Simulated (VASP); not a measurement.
Input of a VASP 6.6.1 run:

The input INCAR:

```
SYSTEM = KPt
PREC = Accurate
ENCUT = 520
EDIFF = 1E-6
ISMEAR = -1
SIGMA = 0.1
LREAL = .FALSE.
LASPH = .TRUE.
NELM = 80
ALGO = Normal
ISIF = 2
LWAVE = .FALSE.
LCHARG = .TRUE.
GGA = PE
LELF = .TRUE.
LVHAR = .TRUE.
NBANDS = 16
```

The input KPOINTS:

```
Automatic mesh
0
G
  11 11 6
  0 0 0
```

POSCAR

```
KPt
1.0
    3.0108166646      0.0000000000      0.0000000000
   -1.5054088340      2.6074439837      0.0000000000
    0.0000000000      0.0000000000      5.3633375258
K Pt
1 1
Direct
    0.3333333333      0.6666666667      0.5000000000
    0.0000000000      0.0000000000      0.0000000000
```

Potentials or basis: VASP PAW PBE potentials, release 64 (K_sv, Pt).

Run with:

```console
$ cat potpaw_PBE.64/K_sv/POTCAR potpaw_PBE.64/Pt/POTCAR > POTCAR
$ mpirun -np 1 vasp_std > vasp.out
```

What does it give for the pressure?

-0.1 GPa.

Stress tensor (GPa, compression positive):
```
-0.24  0.00  0.00
 0.00 -0.24  0.00
 0.00  0.00  0.16
```
